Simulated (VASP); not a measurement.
# Na2Al2O in VASP: single point with PBE

Aim: the single point of Na2Al2O with PBE.

All numbers are computed with VASP 6.6.1; they aren't measurements. Logs are shortened: lines on timing, memory, paths and dates and some standing lists are left out, and cuts for length are marked.

## 1. The cell of the first run

The typed cell holds 5 atoms: a = 4.354 Å, b = 4.354 Å, c = 6.822 Å, α = 90.00°, β = 90.00°, γ = 120.00°.

The cell was generated, and may not be a known phase.

## 2. Single point, PBE

File INCAR:

```
SYSTEM = Na2Al2O
PREC     = Accurate       ! precision mode
ENCUT    = 520            ! plane-wave cutoff, eV
EDIFF    = 1E-6           ! SCF threshold, eV
ISMEAR   = 0              ! smearing method
SIGMA    = 0.1            ! smearing width, eV
LREAL    = .False.        ! projectors in reciprocal space
LASPH    = .True.         ! aspherical terms in the spheres
NELM     = 80             ! most SCF steps
ALGO     = Normal         ! electronic algorithm
ISIF     = 2              ! what is computed and relaxed
LWAVE    = .False.        ! write WAVECAR
LCHARG   = .False.        ! write CHGCAR
GGA      = PE             ! functional
NBANDS   = 21             ! bands
```

File KPOINTS:

```
regular mesh
0
Gamma
  6 6 4
  0 0 0
```

File POSCAR:

```
Na2Al2O
1.0
    4.3543668893      0.0000000000      0.0000000000
   -2.1771834446      3.7709923435      0.0000000000
    0.0000000000      0.0000000000      6.8215189678
Na Al O
2 2 1
Direct
    0.3333333333      0.6666666667      0.1570554117
    0.6666666667      0.3333333333      0.1570554117
    0.3333333333      0.6666666667      0.6569880768
    0.6666666667      0.3333333333      0.6569880768
    0.0000000000      0.0000000000      0.1569978730
```

Potentials or basis: VASP PAW PBE potentials, release 64 (Na_pv, Al, O).

Launch:

```bash
> cat potpaw_PBE.64/Na_pv/POTCAR potpaw_PBE.64/Al/POTCAR potpaw_PBE.64/O/POTCAR > POTCAR
> mpirun -np 1 vasp_std > vasp.out
```

OUTCAR:

```text
SYSTEM = Na2Al2O
   PREC = Accurate
   ENCUT = 520
   EDIFF = 1E-6
   ISMEAR = 0
   LREAL = .False.
   LASPH = .True.
   NELM = 80
   ISIF = 2
   GGA = PE

 ion  position               nearest neighbor table
   1  0.333  0.667  0.157-   2 2.51   2 2.51   2 2.51
   2  0.667  0.333  0.157-   1 2.51   1 2.51   1 2.51
   3  0.333  0.667  0.657-   4 2.51   4 2.51   4 2.51
   4  0.667  0.333  0.657-   3 2.51   3 2.51   3 2.51
   5  0.000  0.000  0.157-

  LATTYP: Found a hexagonal cell.
 ALAT       =     4.3543668893
 C/A-ratio  =     1.5665926049

  Lattice vectors:

 A1 = (   4.3543668893,   0.0000000000,   0.0000000000)
 A2 = (  -2.1771834446,   3.7709923435,   0.0000000000)
 A3 = (   0.0000000000,   0.0000000000,   6.8215189678)

Analysis of symmetry for initial positions (statically):
=====================================================================
 Subroutine PRICEL returns:
 Original cell was already a primitive cell.

 Routine SETGRP: Setting up the symmetry group for a
 hexagonal supercell.

 Subroutine GETGRP returns: Found 12 space group operations
 (whereof 12 operations were pure point group operations)
 out of a pool of 24 trial point group operations.

The static configuration has the point symmetry C_6v.

Analysis of symmetry for dynamics (positions and initial velocities):
=====================================================================
 Subroutine PRICEL returns:
 Original cell was already a primitive cell.

 Routine SETGRP: Setting up the symmetry group for a
 hexagonal supercell.

 Subroutine GETGRP returns: Found 12 space group operations
 (whereof 12 operations were pure point group operations)
 out of a pool of 24 trial point group operations.

The dynamic configuration has the point symmetry C_6v.

 Subroutine INISYM returns: Found 12 space group operations
 (whereof 12 operations are pure point group operations),
 and found     1 'primitive' translations

----------------------------------------------------------------------------------------

                                     Primitive cell

  volume of cell :     112.0113

  direct lattice vectors                    reciprocal lattice vectors
     4.354366889  0.000000000  0.000000000     0.229654511  0.132591094  0.000000000
    -2.177183445  3.770992344  0.000000000     0.000000000  0.265182188  0.000000000
     0.000000000  0.000000000  6.821518968     0.000000000  0.000000000  0.146594916

  length of vectors
     4.354366889  4.354366889  6.821518968     0.265182188  0.265182188  0.146594916

  position of ions in fractional coordinates (direct lattice)
     0.333333333  0.666666667  0.157055412
     0.666666667  0.333333333  0.157055412
     0.333333333  0.666666667  0.656988077
     0.666666667  0.333333333  0.656988077
     0.000000000  0.000000000  0.156997873

  ion indices of the primitive-cell ions
   primitive index   ion index
                 1           1
                 2           2
                 3           3
                 4           4
                 5           5

----------------------------------------------------------------------------------------

 KPOINTS: regular mesh

Automatic generation of k-mesh.
 Grid dimensions read from file:
 generate k-points for:    6    6    4

 Generating k-lattice:

  Cartesian coordinates                     Fractional coordinates (reciprocal lattice)
     0.038275752  0.022098516  0.000000000     0.166666667  0.000000000  0.000000000
     0.000000000  0.044197031  0.000000000     0.000000000  0.166666667  0.000000000
     0.000000000  0.000000000  0.036648729     0.000000000  0.000000000  0.250000000

  Length of vectors
     0.044197031  0.044197031  0.036648729

  Shift w.r.t. Gamma in fractional coordinates (k-lattice)
     0.000000000  0.000000000  0.000000000

 Subroutine IBZKPT returns following result:
 ===========================================

 Found     21 irreducible k-points:

 Following reciprocal coordinates:
            Coordinates               Weight
  0.000000  0.000000  0.000000      1.000000
  0.166667  0.000000  0.000000      6.000000
  0.333333  0.000000  0.000000      6.000000
  0.500000 -0.000000  0.000000      3.000000
  0.166667  0.166667  0.000000      6.000000
  0.333333  0.166667  0.000000     12.000000
[... 13 lines left out ...]
  0.333333  0.166667  0.500000     12.000000
  0.333333  0.333333  0.500000      2.000000
   k-points           NKPTS =     21   k-points in BZ     NKDIM =     21   number of bands    NBANDS=     21
   number of dos      NEDOS =    301   number of ions     NIONS =      5
   total plane-waves  NPLWV =  55296
   dimension x,y,z NGX =    32 NGY =   32 NGZ =   54
   dimension x,y,z NGXF=    64 NGYF=   64 NGZF=  108
   ions per type =               2   2   1
   NGX,Y,Z   is equivalent  to a cutoff of  12.22, 12.22, 13.16 a.u.
   NGXF,Y,Z  is equivalent  to a cutoff of  24.43, 24.43, 26.32 a.u.
 SYSTEM =  Na2Al2O
   PREC   = accura    normal or accurate (medium, high low for compatibility)
   ISTART =      0    job   : 0-new  1-cont  2-samecut
   ICHARG =      2    charge: 1-file 2-atom 10-const
   ISPIN  =      1    spin polarized calculation?
   LNONCOLLINEAR =      F non collinear calculations
   LSORBIT =      F    spin-orbit coupling
   LASPH  =      T    aspherical Exc in radial PAW
   ENCUT  =  520.0 eV  38.22 Ry    6.18 a.u.   8.10  8.10 12.68*2*pi/ulx,y,z
   NELM   =     80;   NELMIN=  2; NELMDL= -5     # of ELM steps
   EDIFF  = 0.1E-05   stopping-criterion for ELM
   LREAL  =      F    real-space projection
   EDIFFG = 0.1E-04   stopping-criterion for IOM
   NSW    =      0    number of steps for IOM
   IBRION =     -1    ionic relax: 0-MD 1-quasi-New 2-CG
   NFREE  =      0    steps in history (QN), initial steepest desc. (CG)
   ISIF   =      2    stress and relaxation
   ISYM   =      2    0-nonsym 1-usesym 2-fastsym
   POTIM  = 0.5000    time-step for ionic-motion
   TEBEG  =    0.0;   TEEND  =   0.0 temperature during run
   PSTRESS=    0.0 pullay stress
   NELECT =      26.0000    total number of electrons
   NUPDOWN=      -1.0000    fix difference up-down
   EMIN   =  10.00;   EMAX   =-10.00  energy-range for DOS
   EFERMI =   0.00;   METHOD = LEGACY
   ISMEAR =     0;   SIGMA  =   0.10  broadening in eV -4-tet -1-fermi 0-gaus
   EFERMI_NEDOS =   21; number of points for ismear=-14 and -15
   IALGO  =     38    algorithm
   IMIX   =      4    mixing-type and parameters
     AMIX     =   0.40;   BMIX     =  1.00
     AMIX_MAG =   1.60;   BMIX_MAG =  1.00
  volume/ion in A,a.u.               =      22.40       151.18
  Fermi-wavevector in a.u.,A,eV,Ry     =   1.006110  1.901272 13.772590  1.012257
  Thomas-Fermi vector in A             =   2.138832
   LORBIT       =      0    0 simple, 1 ext, 2 COOP (PROOUT), +10 PAW based schemes
   GGA     = PE    functional components
   LHFCALC =     F    Hartree Fock is set to
   AEXX    =    0.0000 exact exchange contribution
   IVDW    =     0    specifies the selected vdW correction
   LEPSILON=     F    determine dielectric tensor
   LRPA    =     F    only Hartree local field effects (RPA)
 non-spin polarized calculation
 Gauss-broadening in eV      SIGMA  =   0.10
  energy-cutoff  :      520.00
  volume of cell :      112.01
 maximum number of plane-waves:      3032
   NGX = 17   NGY = 17   NGZ = 25

 number of electron      26.0000008 magnetization

 Free energy of the ion-electron system (eV)
  ---------------------------------------------------
  ext. energy  EPLUGINS =         0.00000000
  ---------------------------------------------------
  free energy    TOTEN  =       -15.10268677 eV

  energy without entropy =      -15.08358361  energy(sigma->0) =      -15.09313519

 E-fermi :   1.6605     XC(G=0):  -7.9964

 val. band max:        1.6471702794   @ k =   0.1667   0.1667   0.2500
 cond. band min:       1.6639962397   @ k =   0.3333   0.0000   0.5000
 fundamental gap:      0.0168259603
 Fermi energy:         1.6605014613

 k-point     1 :       0.0000    0.0000    0.0000
  band No.  band energies     occupation
      1     -22.6241      2.00000
      2     -22.6241      2.00000
      3     -22.5247      2.00000
      4     -22.4062      2.00000
      5     -22.2608      2.00000
      6     -22.2608      2.00000
[... 13 lines left out ...]
     20       9.3347      0.00000
     21       9.3347      0.00000

 k-point     2 :       0.1667    0.0000    0.0000
  band No.  band energies     occupation
      1     -22.6357      2.00000
      2     -22.6099      2.00000
      3     -22.5176      2.00000
      4     -22.4131      2.00000
      5     -22.2809      2.00000
      6     -22.2496      2.00000
[... 13 lines left out ...]
     20       8.7092      0.00000
     21       9.5221      0.00000

 k-point     3 :       0.3333    0.0000    0.0000
  band No.  band energies     occupation
      1     -22.6569      2.00000
      2     -22.5788      2.00000
      3     -22.4993      2.00000
      4     -22.4310      2.00000
      5     -22.3233      2.00000
      6     -22.2290      2.00000
[... 13 lines left out ...]
     20       8.8617      0.00000
     21       9.6566      0.00000
[... 385 lines left out ...]
 k-point    20 :       0.3333    0.1667    0.5000
  band No.  band energies     occupation
      1     -22.6832      2.00000
      2     -22.5298      2.00000
      3     -22.4847      2.00000
      4     -22.4453      2.00000
      5     -22.3687      2.00000
      6     -22.2118      2.00000
[... 13 lines left out ...]
     20       8.2818      0.00000
     21       9.0409      0.00000

 k-point    21 :       0.3333    0.3333    0.5000
  band No.  band energies     occupation
      1     -22.7006      2.00000
      2     -22.4650      2.00000
      3     -22.4650      2.00000
      4     -22.4473      2.00000
      5     -22.4473      2.00000
      6     -22.2008      2.00000
[... 13 lines left out ...]
     20       8.9465      0.00000
     21       8.9467      0.00000

------------------------ aborting loop because EDIFF is reached ----------------------------------------

  FORCE on cell =-STRESS in cart. coord.  units (eV):
  Direction    XX          YY          ZZ          XY          YZ          ZX
  --------------------------------------------------------------------------------------
  -------------------------------------------------------------------------------------
  Total       -0.0389182     -0.0389182      0.2299594     -0.0000000      0.0000000      0.0000000
  in kB       -0.5566751     -0.5566751      3.2892736     -0.0000000      0.0000000      0.0000000
  external PRESSURE =       0.7253078 kB  Pullay stress =       0.0000000 kB

 VOLUME and BASIS-vectors are now :
 -----------------------------------------------------------------------------
  energy-cutoff  :      520.00
  volume of cell :      112.01
      direct lattice vectors                 reciprocal lattice vectors
     4.354366889  0.000000000  0.000000000     0.229654511  0.132591094  0.000000000
    -2.177183445  3.770992344  0.000000000     0.000000000  0.265182188  0.000000000
     0.000000000  0.000000000  6.821518968     0.000000000  0.000000000  0.146594916

 POSITION                                       TOTAL-FORCE (eV/Angst)
 -----------------------------------------------------------------------------------
     -0.00000      2.51399      1.07136         0.000000     -0.000000     -0.000696
      2.17718      1.25700      1.07136         0.000000      0.000000     -0.000696
     -0.00000      2.51399      4.48166        -0.000000      0.000000      0.000348
      2.17718      1.25700      4.48166        -0.000000      0.000000      0.000348
      0.00000      0.00000      1.07096        -0.000000      0.000000      0.000695
 -----------------------------------------------------------------------------------
    total drift:                               -0.000000     -0.000000     -0.000239

  FREE ENERGIE OF THE ION-ELECTRON SYSTEM (eV)
  ---------------------------------------------------
  free  energy   TOTEN  =       -15.1026867746 eV

  energy  without entropy=      -15.0835836106  energy(sigma->0) =      -15.09313519
```

Run time: 98 s. Hardware: 1 thread of Intel Xeon 8259CL, shared host; peak memory 0.24 GiB.

What came out:

| Quantity | Value |
| --- | --- |
| Free energy | -15.1027 eV |
| Pressure | 0.1 GPa |
| Band gap on the k mesh | zero (bands 13 and 14 overlap by 1.20 eV) |

Stress tensor (GPa, compression positive):
```
-0.06  0.00  0.00
 0.00 -0.06  0.00
 0.00  0.00  0.33
```

Levels at points of the mesh, in eV from the Fermi level:
| k point | band 11 | band 12 | band 13 | band 14 | band 15 | band 16 |
| --- | --- | --- | --- | --- | --- | --- |
| (0.00, 0.00, 0.00) | -1.30 | 0.10 | 0.95 | 0.95 | 1.55 | 3.17 |
| (0.50, 0.00, 0.00) | -1.40 | -1.09 | -0.12 | 0.18 | 1.97 | 2.39 |
| (0.00, 0.00, 0.50) | -1.29 | -1.02 | 0.96 | 0.96 | 3.24 | 4.15 |
| (0.50, 0.00, 0.50) | -1.36 | -0.85 | -0.21 | 0.59 | 1.23 | 2.52 |
